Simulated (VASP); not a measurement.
# Si5F (P6/mmm) in VASP: notebook, part 2 of 3

VASP 6.6.1.

## 3. Single point, PBE

This run uses another cell than the first one, of 18.05 Å³/atom.

Contents of INCAR:

```
  PREC = Accurate
  ENCUT = 520
  EDIFF = 1E-7
  ISMEAR = 0
  SIGMA = 0.1
  LREAL = F
  LASPH = T
  NELM = 100
  ALGO = Normal
  ISIF = 2
  LWAVE = F
  LCHARG = T
  GGA = PE
  LELF = T
  LVHAR = T
  NBANDS = 22
```

Contents of KPOINTS:

```
Automatic mesh
0
Gamma
  6 6 4
```

Contents of POSCAR:

```
Si5F
1.0
    5.0773131200      0.0000000000      0.0000000000
   -2.5386565600      4.3970821400      0.0000000000
    0.0000000000      0.0000000000      4.8518775800
Si F
5 1
Direct
    0.3333333300      0.6666666700      0.7377878200
    0.3333333300      0.6666666700      0.2622121800
    0.6666666700      0.3333333300      0.2622121800
    0.6666666700      0.3333333300      0.7377878200
    0.0000000000      0.0000000000      0.0000000000
    0.0000000000      0.0000000000      0.5000000000
```

Potentials or basis: VASP PAW PBE potentials, release 64 (Si, F).

Launch:

```console
> cat potpaw_PBE.64/Si/POTCAR potpaw_PBE.64/F/POTCAR > POTCAR
> mpirun -np 1 vasp_std > vasp.out
```

OUTCAR:

```text
PREC = Accurate
   ENCUT = 520
   EDIFF = 1E-7
   ISMEAR = 0
   LREAL = F
   LASPH = T
   NELM = 100
   ISIF = 2
   GGA = PE

 ion  position               nearest neighbor table
   1  0.333  0.667  0.738-   2 2.31   2 2.54   4 2.93   4 2.93   4 2.93
   2  0.333  0.667  0.262-   1 2.31   1 2.54   3 2.93   3 2.93   3 2.93
   3  0.667  0.333  0.262-   4 2.31   4 2.54   2 2.93   2 2.93   2 2.93
   4  0.667  0.333  0.738-   3 2.31   3 2.54   1 2.93   1 2.93   1 2.93
   5  0.000  0.000  0.000-   6 2.43   6 2.43
   6  0.000  0.000  0.500-   5 2.43   5 2.43

  LATTYP: Found a hexagonal cell.
 ALAT       =     5.0773131200
 C/A-ratio  =     0.9555994411

  Lattice vectors:

 A1 = (   5.0773131200,   0.0000000000,   0.0000000000)
 A2 = (  -2.5386565600,   4.3970821400,   0.0000000000)
 A3 = (   0.0000000000,   0.0000000000,   4.8518775800)

Analysis of symmetry for initial positions (statically):
=====================================================================
 Subroutine PRICEL returns:
 Original cell was already a primitive cell.

 Routine SETGRP: Setting up the symmetry group for a
 hexagonal supercell.

[... 175 lines left out ...]
 fundamental gap:      0.0797969540
 Fermi energy:         5.4657667742

 k-point     1 :       0.0000    0.0000    0.0000
  band No.  band energies     occupation
      1     -16.5967      2.00000
      2      -5.6478      2.00000
      3      -1.2751      2.00000
      4      -0.6185      2.00000
      5      -0.5980      2.00000
      6       1.3002      2.00000
[... 514 lines left out ...]
     21      10.6349      0.00000
     22      11.0176      0.00000

------------------------ aborting loop because EDIFF is reached ----------------------------------------

  FORCE on cell =-STRESS in cart. coord.  units (eV):
  Direction    XX          YY          ZZ          XY          YZ          ZX
  --------------------------------------------------------------------------------------
  -------------------------------------------------------------------------------------
  Total       -8.1910528     -8.1910528     -1.5600508      0.0000000     -0.0000000      0.0000000
  in kB     -121.1551691   -121.1551689    -23.0749603      0.0000000     -0.0000000      0.0000000
  external PRESSURE =     -88.4617661 kB  Pullay stress =       0.0000000 kB

 VOLUME and BASIS-vectors are now :
 -----------------------------------------------------------------------------
  energy-cutoff  :      520.00
  volume of cell :      108.32
      direct lattice vectors                 reciprocal lattice vectors
     5.077313120  0.000000000  0.000000000     0.196954566  0.113711772  0.000000000
    -2.538656560  4.397082140  0.000000000     0.000000000  0.227423543  0.000000000
     0.000000000  0.000000000  4.851877580     0.000000000  0.000000000  0.206105777

 POSITION                                       TOTAL-FORCE (eV/Angst)
 -----------------------------------------------------------------------------------
     -0.00000      2.93139      3.57966        -0.000000      0.000000      1.279211
     -0.00000      2.93139      1.27222        -0.000000      0.000000     -1.279211
      2.53866      1.46569      1.27222         0.000000      0.000000     -1.279211
      2.53866      1.46569      3.57966        -0.000000     -0.000000      1.279211
      0.00000      0.00000      0.00000         0.000000      0.000000     -0.000000
      0.00000      0.00000      2.42594         0.000000      0.000000     -0.000000
 -----------------------------------------------------------------------------------
    total drift:                                0.000000      0.000000      0.000000

  FREE ENERGIE OF THE ION-ELECTRON SYSTEM (eV)
  ---------------------------------------------------
  free  energy   TOTEN  =       -26.9641076475 eV

  energy  without entropy=      -26.9446366708  energy(sigma->0) =      -26.95437216
```

OSZICAR:

```text
N       E                     dE             d eps       ncg     rms          rms(c)
DAV:   1     0.768852637329E+02    0.76885E+02   -0.11084E+04   924   0.101E+03
DAV:   2    -0.215925116575E+02   -0.98478E+02   -0.93270E+02  1170   0.170E+02
DAV:   3    -0.280930387890E+02   -0.65005E+01   -0.64138E+01  1162   0.429E+01
DAV:   4    -0.281663673585E+02   -0.73329E-01   -0.73271E-01  1090   0.530E+00
DAV:   5    -0.281671989889E+02   -0.83163E-03   -0.83157E-03  1186   0.548E-01    0.735E+00
DAV:   6    -0.270348446677E+02    0.11324E+01   -0.45858E+00  1034   0.180E+01    0.390E+00
DAV:   7    -0.269892866358E+02    0.45558E-01   -0.78063E-01  1020   0.580E+00    0.180E+00
DAV:   8    -0.269653354177E+02    0.23951E-01   -0.10019E-01  1104   0.204E+00    0.441E-01
DAV:   9    -0.269642122019E+02    0.11232E-02   -0.17265E-02  1106   0.934E-01    0.214E-01
DAV:  10    -0.269639984627E+02    0.21374E-03   -0.30873E-03  1096   0.377E-01    0.984E-02
DAV:  11    -0.269641023164E+02   -0.10385E-03   -0.29280E-04  1050   0.950E-02    0.252E-02
DAV:  12    -0.269641078661E+02   -0.55497E-05   -0.12030E-05  1142   0.202E-02    0.553E-03
DAV:  13    -0.269641079432E+02   -0.77059E-07   -0.24740E-06  1180   0.117E-02    0.219E-03
DAV:  14    -0.269641077051E+02    0.23812E-06   -0.48525E-07   960   0.519E-03    0.479E-04
DAV:  15    -0.269641076475E+02    0.57585E-07   -0.48553E-08   594   0.129E-03
   1 F= -.26964108E+02 E0= -.26954372E+02  d E =-.194710E-01
```

stdout:

```text
POSCAR found type information on POSCAR SiF
 POSCAR found :  2 types and       6 ions
 scaLAPACK will be used
 LDA part: xc-table for (Slater+PW92), standard interpolation
 POSCAR, INCAR and KPOINTS ok, starting setup
 FFT: planning ... GRIDC
 FFT: planning ... GRID_SOFT
 FFT: planning ... GRID
 WAVECAR not read
 entering main loop
```

Wall time 68 s (1 thread of Intel Xeon 8259CL, shared host); peak memory 0.23 GiB.

What came out:

| Item | Value |
| --- | --- |
| Free energy | -26.9641 eV |
| Pressure | -8.8 GPa |
| Largest force | 1.279 eV/Å |
| Band gap on the k mesh | zero (an odd number of electrons rules out a gap without spin polarisation) |

Forces on the atoms (eV/Å):
```
Si   0.000  0.000  1.279
Si   0.000  0.000 -1.279
Si   0.000  0.000 -1.279
Si   0.000  0.000  1.279
Si   0.000  0.000  0.000
F    0.000  0.000  0.000
```

Stress tensor (GPa, compression positive):
```
-12.12   0.00   0.00
  0.00 -12.12   0.00
  0.00   0.00  -2.31
```

Caveat: the stress differs along the axes, from -12 to -2 GPa; an odd number of electrons without spin polarisation forces a metal; a magnetic or distorted state may lie lower.

## 4. Single point, PBE

This run uses another cell than the first one, of 14.07 Å³/atom.

Contents of INCAR:

```
SYSTEM = Si5F
  PREC = Accurate
  ENCUT = 520
  EDIFF = 1E-7
  ISMEAR = 0
  SIGMA = 0.1
  LREAL = .FALSE.
  LASPH = .TRUE.
  NELM = 60
  ALGO = Normal
  ISIF = 2
  LWAVE = .FALSE.
  LCHARG = .FALSE.
  GGA = PE
  NBANDS = 22
```

Contents of KPOINTS:

```
regular mesh
0
G
  12 12 8
  0 0 0
```

Contents of POSCAR:

```
Si5F
1.0
    4.3515714096      0.0000000000      0.0000000000
   -2.1757857048      3.7685713871      0.0000000000
    0.0000000000      0.0000000000      5.1485378824
Si F
5 1
Direct
    0.3333333333      0.6666666667      0.7415906314
    0.3333333333      0.6666666667      0.2584093686
    0.6666666667      0.3333333333      0.2584093686
    0.6666666667      0.3333333333      0.7415906314
    0.0000000000      0.0000000000      0.0000000000
    0.0000000000      0.0000000000      0.5000000000
```

Launch:

```console
> cat potpaw_PBE.64/Si/POTCAR potpaw_PBE.64/F/POTCAR > POTCAR
> mpirun -np 1 vasp_std > vasp.out
```

Wall time 3.5 min (1 thread of Intel Xeon 8259CL, shared host); peak memory 0.28 GiB.

It converged, with:

| Item | Value |
| --- | --- |
| Free energy | -28.8108 eV |
| Pressure | -0.1 GPa |
| Band gap on the k mesh | zero (an odd number of electrons rules out a gap without spin polarisation) |

Levels at points of the mesh, in eV from the Fermi level:
| k point | band 10 | band 11 | band 12 | band 13 | band 14 | band 15 | band 16 | band 17 |
| --- | --- | --- | --- | --- | --- | --- | --- | --- |
| (0.00, 0.00, 0.00) | -3.61 | -1.62 | -1.53 | -1.53 | -0.11 | -0.11 | -0.01 | 1.98 |
| (0.50, 0.00, 0.00) | -3.23 | -2.68 | -2.52 | -1.41 | 1.50 | 1.52 | 1.81 | 4.03 |
| (0.00, 0.00, 0.50) | -2.57 | -2.57 | -2.25 | -2.25 | -2.17 | -2.17 | -1.75 | 1.17 |
| (0.50, 0.00, 0.50) | -3.17 | -1.84 | -1.41 | 0.49 | 0.89 | 1.92 | 3.14 | 3.57 |

Caveat: an odd number of electrons without spin polarisation forces a metal; a magnetic or distorted state may lie lower.

## 5. Relaxation of cell and atoms, PBE

This run uses another cell than the first one, of 18.05 Å³/atom.

Contents of INCAR:

```
SYSTEM = Si5F
PREC = Accurate ; ENCUT = 600
EDIFF = 1E-6 ; ISMEAR = 0
SIGMA = 0.1 ; LREAL = .FALSE.
LASPH = .TRUE. ; NELM = 60
ALGO = Normal ; ISIF = 3
LWAVE = .FALSE. ; LCHARG = .FALSE.
GGA = PE ; IBRION = 2
NSW = 90 ; EDIFFG = -0.04
```

Contents of KPOINTS:

```
Automatic mesh
0
G
  6 6 4
  0 0 0
```

Contents of POSCAR:

```
Si5F
1.0
    5.0773131200      0.0000000000      0.0000000000
   -2.5386565600      4.3970821400      0.0000000000
    0.0000000000      0.0000000000      4.8518775800
Si F
5 1
Direct
    0.3333333300      0.6666666700      0.7377878200
    0.3333333300      0.6666666700      0.2622121800
    0.6666666700      0.3333333300      0.2622121800
    0.6666666700      0.3333333300      0.7377878200
    0.0000000000      0.0000000000      0.0000000000
    0.0000000000      0.0000000000      0.5000000000
```

Launch:

```console
> cat potpaw_PBE.64/Si/POTCAR potpaw_PBE.64/F/POTCAR > POTCAR
> mpirun -np 1 vasp_std > vasp.out
```

Wall time 8.6 min (1 thread of Intel Xeon 8259CL, shared host); peak memory 0.28 GiB.

It converged, with:

- Free energy: -28.8525 eV
- Relaxed volume: 13.98 Å³/atom
- Relaxed cell: a = 4.343 Å, b = 4.343 Å, c = 5.136 Å, α = 90.00°, β = 90.00°, γ = 120.00°
- Space group after relaxing (to 0.1 Å): P6/mmm (No. 191)
- Energy gained by relaxing: 314.4 meV/atom
- Ionic steps: 8
- Pressure after relaxing: 0.2 GPa
- Largest force after relaxing: 0.017 eV/Å
- Band gap on the k mesh: zero (an odd number of electrons rules out a gap without spin polarisation)

Forces in eV/Å, atoms in the order of the input:
```
Si   0.000  0.000  0.017
Si   0.000  0.000 -0.017
Si   0.000  0.000 -0.017
Si   0.000  0.000  0.017
Si   0.000  0.000  0.000
F    0.000  0.000  0.000
```

Stress tensor (GPa, compression positive):
```
0.22 0.00 0.00
0.00 0.22 0.00
0.00 0.00 0.09
```

Step by step:
| step | energy change (eV) | largest force (eV/Å) | pressure (GPa) | volume (Å³) |
| --- | --- | --- | --- | --- |
| 1 | 0.0000 | 1.2793 | -8.87 | 108.32 |
| 2 | -1.0678 | 0.2645 | -3.84 | 93.31 |
| 3 | -1.2487 | 0.8552 | 1.85 | 85.86 |
| 4 | -1.6889 | 1.2775 | 3.22 | 81.72 |
| 5 | -1.6937 | 1.1366 | 4.57 | 80.77 |
| 6 | -1.8515 | 0.1077 | -1.01 | 84.98 |
| 7 | -1.8539 | 0.2386 | -0.41 | 84.37 |
| 8 | -1.8865 | 0.0167 | 0.18 | 83.89 |

Final structure:
```
CELL_PARAMETERS angstrom
4.34281 0.00000 0.00000
-2.17140 3.76098 0.00000
0.00000 0.00000 5.13643
ATOMIC_POSITIONS crystal
Si 0.33333 0.66667 0.73955
Si 0.33333 0.66667 0.26045
Si 0.66667 0.33333 0.26045
Si 0.66667 0.33333 0.73955
Si 0.00000 0.00000 0.00000
F 0.00000 0.00000 0.50000
```

Levels at points of the mesh, in eV from the Fermi level:
```csv
k point,band 10,band 11,band 12,band 13,band 14,band 15,band 16,band 17
"(0.00, 0.00, 0.00)",-3.87,-1.82,-1.77,-1.77,-0.35,-0.35,-0.26,1.81
"(0.50, 0.00, 0.00)",-3.51,-2.92,-2.85,-1.65,1.22,1.27,1.52,3.84
"(0.00, 0.00, 0.50)",-2.78,-2.78,-2.56,-2.56,-2.41,-2.41,-2.06,0.99
"(0.50, 0.00, 0.50)",-3.49,-2.13,-1.70,0.18,0.70,1.73,3.34,4.12
```

Caveat: the volume moved by over 15 % at a fixed basis, so the end points are rough; an odd number of electrons without spin polarisation forces a metal; a magnetic or distorted state may lie lower.

(Continued in part 3 of 3.)

The gap in the log of VASP goes by the Fermi energy; the results here count the filled bands.